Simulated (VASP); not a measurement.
# ZnO (P4_2/mnm) in VASP: further runs

The runs below take ZnO through single point, relaxation of cell and atoms, with PBE.

Program: VASP 6.6.1. These are calculated values, not measurements. Logs are shortened: lines on timing, memory, paths and dates and some standing lists are left out, and cuts for length are marked.

## 1. The cell of the first run

The structure is tetragonal, space group P4_2/mnm (No. 136). Conventional cell: a = 6.880 Å, b = 6.880 Å, c = 2.312 Å, α = 90.00°, β = 90.00°, γ = 90.00°. Zn (site symmetry m2m) has 4 O at 2.11 to 2.21 Å and 2 Zn at 2.31 Å within 2.8 Å. Within 2.9 Å of O (site symmetry m2m) lie 4 Zn at 2.11 to 2.21 Å and 3 O at 2.31 to 2.82 Å.

## 2. Single point, PBE

The input, INCAR:

```
ALGO = Normal
EDIFF = 1E-6
ENCUT = 520
GGA = PE
ISIF = 2
ISMEAR = 0
LASPH = T
LCHARG = F
LREAL = F
LWAVE = F
NBANDS = 46
NELM = 60
PREC = Accurate
SIGMA = 0.02
```

The input, KPOINTS:

```
k-points
0
Gamma
  1 1 1
```

The input, POSCAR:

```
ZnO
1.0
    6.8798192645      0.0000000000      0.0000000000
    0.0000000000      6.8798192645      0.0000000000
    0.0000000000      0.0000000000      2.3122280835
Zn O
4 4
Direct
    0.1615470329      0.1615470329      0.5000000000
    0.8384529671      0.8384529671      0.5000000000
    0.6615470329      0.3384529671      0.0000000000
    0.3384529671      0.6615470329      0.0000000000
    0.8549921665      0.1450078335      0.5000000000
    0.1450078335      0.8549921665      0.5000000000
    0.6450078335      0.6450078335      0.0000000000
    0.3549921665      0.3549921665      0.0000000000
```

Potentials or basis: VASP PAW PBE potentials, release 64 (Zn, O).

On the command line:

```bash
> cat potpaw_PBE.64/Zn/POTCAR potpaw_PBE.64/O/POTCAR > POTCAR
> mpirun -np 1 vasp_gam > vasp.out
```

OUTCAR:

```text
EDIFF = 1E-6
   ENCUT = 520
   GGA = PE
   ISIF = 2
   ISMEAR = 0
   LASPH = T
   LREAL = F
   NELM = 60
   PREC = Accurate

 ion  position               nearest neighbor table
   1  0.162  0.162  0.500-   5 2.11   6 2.11   8 2.21   8 2.21
   2  0.838  0.838  0.500-   5 2.11   6 2.11   7 2.21   7 2.21
   3  0.662  0.338  0.000-   7 2.11   8 2.11   5 2.21   5 2.21
   4  0.338  0.662  0.000-   7 2.11   8 2.11   6 2.21   6 2.21
   5  0.855  0.145  0.500-   1 2.11   2 2.11   3 2.21   3 2.21
   6  0.145  0.855  0.500-   1 2.11   2 2.11   4 2.21   4 2.21
   7  0.645  0.645  0.000-   3 2.11   4 2.11   2 2.21   2 2.21
   8  0.355  0.355  0.000-   3 2.11   4 2.11   1 2.21   1 2.21

  LATTYP: Found a simple tetragonal cell.
 ALAT       =     6.8798192645
 C/A-ratio  =     0.3360884922

  Lattice vectors:

 A1 = (   6.8798192645,   0.0000000000,   0.0000000000)
 A2 = (   0.0000000000,   6.8798192645,   0.0000000000)
 A3 = (   0.0000000000,   0.0000000000,   2.3122280835)

Analysis of symmetry for initial positions (statically):
=====================================================================
 Subroutine PRICEL returns:
 Original cell was already a primitive cell.

 Routine SETGRP: Setting up the symmetry group for a
 simple tetragonal supercell.

 Subroutine GETGRP returns: Found 16 space group operations
 (whereof  8 operations were pure point group operations)
 out of a pool of 16 trial point group operations.

The static configuration has the point symmetry D_2h.
 The point group associated with its full space group is D_4h.

Analysis of symmetry for dynamics (positions and initial velocities):
=====================================================================
 Subroutine PRICEL returns:
 Original cell was already a primitive cell.

 Routine SETGRP: Setting up the symmetry group for a
 simple tetragonal supercell.

 Subroutine GETGRP returns: Found 16 space group operations
 (whereof  8 operations were pure point group operations)
 out of a pool of 16 trial point group operations.

The dynamic configuration has the point symmetry D_2h.
 The point group associated with its full space group is D_4h.

 Subroutine INISYM returns: Found 16 space group operations
 (whereof  8 operations are pure point group operations),
 and found     1 'primitive' translations

----------------------------------------------------------------------------------------

                                     Primitive cell

  volume of cell :     109.4422

  direct lattice vectors                    reciprocal lattice vectors
     6.879819265  0.000000000  0.000000000     0.145352656  0.000000000  0.000000000
     0.000000000  6.879819265  0.000000000     0.000000000  0.145352656  0.000000000
     0.000000000  0.000000000  2.312228083     0.000000000  0.000000000  0.432483286

  length of vectors
     6.879819265  6.879819265  2.312228083     0.145352656  0.145352656  0.432483286

  position of ions in fractional coordinates (direct lattice)
     0.161547033  0.161547033  0.500000000
     0.838452967  0.838452967  0.500000000
     0.661547033  0.338452967  0.000000000
     0.338452967  0.661547033  0.000000000
     0.854992166  0.145007834  0.500000000
     0.145007834  0.854992166  0.500000000
     0.645007834  0.645007834  0.000000000
     0.354992166  0.354992166  0.000000000

  ion indices of the primitive-cell ions
   primitive index   ion index
                 1           1
                 2           2
                 3           3
                 4           4
                 5           5
                 6           6
                 7           7
                 8           8

----------------------------------------------------------------------------------------

 KPOINTS: k-points

Automatic generation of k-mesh.
 Grid dimensions read from file:
 generate k-points for:    1    1    1

 Generating k-lattice:

  Cartesian coordinates                     Fractional coordinates (reciprocal lattice)
     0.145352656  0.000000000  0.000000000     1.000000000  0.000000000  0.000000000
     0.000000000  0.145352656  0.000000000     0.000000000  1.000000000  0.000000000
     0.000000000  0.000000000  0.432483286     0.000000000  0.000000000  1.000000000

  Length of vectors
     0.145352656  0.145352656  0.432483286

  Shift w.r.t. Gamma in fractional coordinates (k-lattice)
     0.000000000  0.000000000  0.000000000

 Subroutine IBZKPT returns following result:
 ===========================================

 Found      1 irreducible k-points:

 Following reciprocal coordinates:
            Coordinates               Weight
  0.000000  0.000000  0.000000      1.000000
   k-points           NKPTS =      1   k-points in BZ     NKDIM =      1   number of bands    NBANDS=     46
   number of dos      NEDOS =    301   number of ions     NIONS =      8
   total plane-waves  NPLWV =  52488
   dimension x,y,z NGX =    54 NGY =   54 NGZ =   18
   dimension x,y,z NGXF=   108 NGYF=  108 NGZF=   36
   ions per type =               4   4
   NGX,Y,Z   is equivalent  to a cutoff of  13.05, 13.05, 12.94 a.u.
   NGXF,Y,Z  is equivalent  to a cutoff of  26.10, 26.10, 25.88 a.u.
 SYSTEM =  unknown system
   PREC   = accura    normal or accurate (medium, high low for compatibility)
   ISTART =      0    job   : 0-new  1-cont  2-samecut
   ICHARG =      2    charge: 1-file 2-atom 10-const
   ISPIN  =      1    spin polarized calculation?
   LNONCOLLINEAR =      F non collinear calculations
   LSORBIT =      F    spin-orbit coupling
   LASPH  =      T    aspherical Exc in radial PAW
   ENCUT  =  520.0 eV  38.22 Ry    6.18 a.u.  12.79 12.79  4.30*2*pi/ulx,y,z
   NELM   =     60;   NELMIN=  2; NELMDL= -5     # of ELM steps
   EDIFF  = 0.1E-05   stopping-criterion for ELM
   LREAL  =      F    real-space projection
   EDIFFG = 0.1E-04   stopping-criterion for IOM
   NSW    =      0    number of steps for IOM
   IBRION =     -1    ionic relax: 0-MD 1-quasi-New 2-CG
   NFREE  =      0    steps in history (QN), initial steepest desc. (CG)
   ISIF   =      2    stress and relaxation
   ISYM   =      2    0-nonsym 1-usesym 2-fastsym
   POTIM  = 0.5000    time-step for ionic-motion
   TEBEG  =    0.0;   TEEND  =   0.0 temperature during run
   PSTRESS=    0.0 pullay stress
   NELECT =      72.0000    total number of electrons
   NUPDOWN=      -1.0000    fix difference up-down
   EMIN   =  10.00;   EMAX   =-10.00  energy-range for DOS
   EFERMI =   0.00;   METHOD = LEGACY
   ISMEAR =     0;   SIGMA  =   0.02  broadening in eV -4-tet -1-fermi 0-gaus
   EFERMI_NEDOS =   21; number of points for ismear=-14 and -15
   IALGO  =     38    algorithm
   IMIX   =      4    mixing-type and parameters
     AMIX     =   0.40;   BMIX     =  1.00
     AMIX_MAG =   1.60;   BMIX_MAG =  1.00
  volume/ion in A,a.u.               =      13.68        92.32
  Fermi-wavevector in a.u.,A,eV,Ry     =   1.423828  2.690644 27.582889  2.027285
  Thomas-Fermi vector in A             =   2.544384
   LORBIT       =      0    0 simple, 1 ext, 2 COOP (PROOUT), +10 PAW based schemes
   GGA     = PE    functional components
   LHFCALC =     F    Hartree Fock is set to
   AEXX    =    0.0000 exact exchange contribution
   IVDW    =     0    specifies the selected vdW correction
   LEPSILON=     F    determine dielectric tensor
   LRPA    =     F    only Hartree local field effects (RPA)
 non-spin polarized calculation
 Gauss-broadening in eV      SIGMA  =   0.02
  energy-cutoff  :      520.00
  volume of cell :      109.44
 maximum number of plane-waves:      1479
 NGX is ok and might be reduce to    50
   NGX = 25   NGY = 25   NGZ =  9

 number of electron      71.9999994 magnetization

 Free energy of the ion-electron system (eV)
  ---------------------------------------------------
  ext. energy  EPLUGINS =         0.00000000
  ---------------------------------------------------
  free energy    TOTEN  =       -31.69202383 eV

  energy without entropy =      -31.67549901  energy(sigma->0) =      -31.68376142

 E-fermi :   1.1852     XC(G=0): -10.2630

 val. band max:        1.1662246030   @ k =   0.0000   0.0000   0.0000
 cond. band min:       1.1982580168   @ k =   0.0000   0.0000   0.0000
 fundamental gap:      0.0320334137
 Fermi energy:         1.1852425350

 k-point     1 :       0.0000    0.0000    0.0000
  band No.  band energies     occupation
      1     -18.2035      2.00000
      2     -17.9141      2.00000
      3     -17.7238      2.00000
      4     -17.7238      2.00000
      5      -7.1758      2.00000
      6      -6.3906      2.00000
      7      -6.3906      2.00000
      8      -6.3726      2.00000
      9      -6.0248      2.00000
     10      -5.6713      2.00000
     11      -5.3937      2.00000
     12      -5.3937      2.00000
     13      -5.1034      2.00000
     14      -5.1034      2.00000
     15      -5.0148      2.00000
     16      -4.9498      2.00000
     17      -4.5276      2.00000
     18      -4.4765      2.00000
     19      -4.4527      2.00000
     20      -4.4527      2.00000
     21      -4.3901      2.00000
     22      -4.3901      2.00000
     23      -4.3749      2.00000
     24      -4.3126      2.00000
     25      -4.3126      2.00000
     26      -4.3108      2.00000
     27      -4.3004      2.00000
     28      -4.2035      2.00000
     29      -3.8233      2.00000
     30      -2.0365      2.00000
     31      -2.0365      2.00000
     32      -1.5848      2.00000
     33      -0.7140      2.00000
     34       0.9656      2.00000
     35       1.1662      1.82130
     36       1.1662      1.82130
     37       1.1983      0.35740
     38       2.8376      0.00000
     39       2.8376      0.00000
     40       4.3280      0.00000
     41       5.0713      0.00000
     42       6.3491      0.00000
     43       6.3491      0.00000
     44       7.4591      0.00000
     45       7.8718      0.00000
     46       8.1526      0.00000

------------------------ aborting loop because EDIFF is reached ----------------------------------------

  FORCE on cell =-STRESS in cart. coord.  units (eV):
  Direction    XX          YY          ZZ          XY          YZ          ZX
  --------------------------------------------------------------------------------------
  -------------------------------------------------------------------------------------
  Total        0.3216495      0.3216495     -0.0658002      0.0000000      0.0000000      0.0000000
  in kB        4.7087835      4.7087835     -0.9632813      0.0000000      0.0000000      0.0000000
  external PRESSURE =       2.8180952 kB  Pullay stress =       0.0000000 kB

 VOLUME and BASIS-vectors are now :
 -----------------------------------------------------------------------------
  energy-cutoff  :      520.00
  volume of cell :      109.44
      direct lattice vectors                 reciprocal lattice vectors
     6.879819265  0.000000000  0.000000000     0.145352656  0.000000000  0.000000000
     0.000000000  6.879819265  0.000000000     0.000000000  0.145352656  0.000000000
     0.000000000  0.000000000  2.312228083     0.000000000  0.000000000  0.432483286

 POSITION                                       TOTAL-FORCE (eV/Angst)
 -----------------------------------------------------------------------------------
      1.11141      1.11141      1.15611        -0.000460     -0.000460      0.000000
      5.76840      5.76840      1.15611         0.000460      0.000460     -0.000000
      4.55132      2.32850      0.00000        -0.000460      0.000460      0.000000
      2.32850      4.55132      0.00000         0.000460     -0.000460      0.000000
      5.88219      0.99763      1.15611         0.004181     -0.004181      0.000000
      0.99763      5.88219      1.15611        -0.004181      0.004181      0.000000
      4.43754      4.43754      0.00000        -0.004181     -0.004181      0.000000
      2.44228      2.44228      0.00000         0.004181      0.004181      0.000000
 -----------------------------------------------------------------------------------
    total drift:                                0.000000     -0.000000     -0.000000

  FREE ENERGIE OF THE ION-ELECTRON SYSTEM (eV)
  ---------------------------------------------------
  free  energy   TOTEN  =       -31.6920238331 eV

  energy  without entropy=      -31.6754990088  energy(sigma->0) =      -31.68376142
```

It took 6.9 s on 1 thread of Intel Xeon 6975P-C (Granite Rapids), shared host; peak memory 0.21 GiB.

What came out:

| Property | Result |
| --- | --- |
| Free energy | -31.6920 eV |
| Pressure | 0.3 GPa |
| Largest force | 0.006 eV/Å |

Forces on the atoms (eV/Å):
```
Zn   0.000  0.000  0.000
Zn   0.000  0.000  0.000
Zn   0.000  0.000  0.000
Zn   0.000  0.000  0.000
O    0.004 -0.004  0.000
O   -0.004  0.004  0.000
O   -0.004 -0.004  0.000
O    0.004  0.004  0.000
```

Levels at points of the mesh, in eV from the Fermi level:
| k point | band 33 | band 34 | band 35 | band 36 | band 37 | band 38 | band 39 | band 40 |
| --- | --- | --- | --- | --- | --- | --- | --- | --- |
| (0.00, 0.00, 0.00) | -1.90 | -0.22 | -0.02 | -0.02 | 0.01 | 1.65 | 1.65 | 3.14 |

Caveat: the k points lie up to 2.72 Å⁻¹ apart.

## 3. Relaxation of cell and atoms, PBE

This run uses another cell than the first one, of 12.40 Å³/atom.

The input, INCAR:

```
SYSTEM = ZnO
  ALGO = Normal
  EDIFF = 1E-6
  EDIFFG = -0.01
  ENCUT = 600
  GGA = PE
  IBRION = 2
  ISIF = 3
  ISMEAR = 0
  LASPH = .TRUE.
  LCHARG = .FALSE.
  LREAL = .FALSE.
  LWAVE = .FALSE.
  NELM = 60
  NSW = 80
  PREC = Accurate
  SIGMA = 0.02
```

The input, KPOINTS:

```
k-points
0
G
  1 1 1
  0 0 0
```

The input, POSCAR:

```
ZnO
1.0
    5.5175700700      0.0000000000      0.0000000000
    0.0000000000      5.5175700700      0.0000000000
    0.0000000000      0.0000000000      3.2587787700
Zn O
4 4
Direct
    0.1819728400      0.1819728400      0.5000000000
    0.8180271600      0.8180271600      0.5000000000
    0.6819728400      0.3180271600      0.0000000000
    0.3180271600      0.6819728400      0.0000000000
    0.8172472300      0.1827527700      0.5000000000
    0.1827527700      0.8172472300      0.5000000000
    0.6827527700      0.6827527700      0.0000000000
    0.3172472300      0.3172472300      0.0000000000
```

Potentials or basis: VASP PAW PBE potentials, release 64 (Zn, O).

On the command line:

```bash
> cat potpaw_PBE.64/Zn/POTCAR potpaw_PBE.64/O/POTCAR > POTCAR
> mpirun -np 1 vasp_gam > vasp.out
```

Run time: 2.8 min. Hardware: 1 thread of Intel Xeon 6975P-C (Granite Rapids), shared host; peak memory 0.24 GiB.

It converged, with:

| Quantity | Value |
| --- | --- |
| Free energy | -31.5579 eV |
| Relaxed volume | 13.52 Å³/atom |
| Relaxed cell | a = 6.830 Å, b = 6.830 Å, c = 2.318 Å, α = 90.00°, β = 90.00°, γ = 90.00° |
| Space group after relaxing (to 0.1 Å) | P4_2/mnm (No. 136) |
| Energy gained by relaxing | 453.5 meV/atom |
| Ionic steps | 34 |
| Pressure after relaxing | 0.0 GPa |
| Largest force after relaxing | 0.008 eV/Å |

Forces on the atoms (eV/Å):
```
Zn   0.005  0.005  0.000
Zn  -0.005 -0.005  0.000
Zn   0.005 -0.005  0.000
Zn  -0.005  0.005  0.000
O   -0.005  0.005  0.000
O    0.005 -0.005  0.000
O    0.005  0.005  0.000
O   -0.005 -0.005  0.000
```

Step by step:
```
step  energy change (eV)  largest force (eV/Å)  pressure (GPa)  volume (Å³)
   1              0.0000                1.7354           13.91        99.21
   2             -0.9102                0.2242           -2.14       115.40
   3             -0.9247                0.3748           -0.83       112.93
   4             -0.9919                0.1429            0.52       112.24
   5             -1.0471                0.3522            2.92       111.04
   6             -1.0694                0.3667            2.88       111.12
   7             -1.1359                0.4113            2.72       111.34
   8             -1.2599                0.5418            2.20       111.70
   9             -1.4212                0.9452            1.38       112.06
  10             -1.6067                0.5521           -0.31       112.92
  11             -2.0502                0.3950           -3.09       114.92
  12             -2.9126                1.3478           -6.29       116.09
  13             -2.8418                1.1746           -6.08       116.17
  14             -2.8955                1.2693           -6.29       116.16
  15             -3.0001                1.2837           -6.26       115.70
  16             -3.0252                1.2891           -6.07       115.40
  17             -3.1614                1.1972           -5.18       113.98
  18             -3.4660                0.8474           -1.85       109.79
  19             -3.4381                0.5159            8.28       101.72
  20             -3.5743                0.4525            1.78       106.25
  21             -3.5766                0.3678            2.58       105.63
  22             -3.5998                0.2471            1.69       106.45
  23             -3.6171                0.1343            0.10       108.17
  24             -3.6171                0.1237            0.16       108.07
  25             -3.6199                0.0929           -0.05       108.24
  26             -3.6218                0.0746           -0.37       108.46
  27             -3.6220                0.0834           -0.40       108.54
  28             -3.6237                0.0673           -0.10       108.29
  29             -3.6248                0.0456            0.25       107.95
  30             -3.6250                0.0394            0.39       107.81
  31             -3.6264                0.0364            0.27       107.91
  32             -3.6274                0.0406           -0.06       108.22
  33             -3.6276                0.0295            0.01       108.13
  34             -3.6278                0.0075           -0.03       108.16
```

Final structure:
```
Zn O
1.0
     6.83017    0.00000    0.00000
     0.00000    6.83017    0.00000
     0.00000    0.00000    2.31843
Zn O
4 4
Direct
  0.16214 0.16214 0.50000
  0.83786 0.83786 0.50000
  0.66214 0.33786 0.00000
  0.33786 0.66214 0.00000
  0.85498 0.14502 0.50000
  0.14502 0.85498 0.50000
  0.64502 0.64502 0.00000
  0.35498 0.35498 0.00000
```

Levels at points of the mesh, in eV from the Fermi level:
```csv
k point,band 32,band 33,band 34,band 35,band 36,band 37,band 38,band 39,band 40,band 41
"(0.00, 0.00, 0.00)",-2.66,-1.75,-0.24,-0.02,-0.02,0.02,1.83,1.83,3.36,3.99
```

Caveat: the k points lie up to 2.71 Å⁻¹ apart in the final cell; a cell axis changed by over 15 % at a fixed basis, so the end point is rough.

(Part 1 of 2 ends here.)
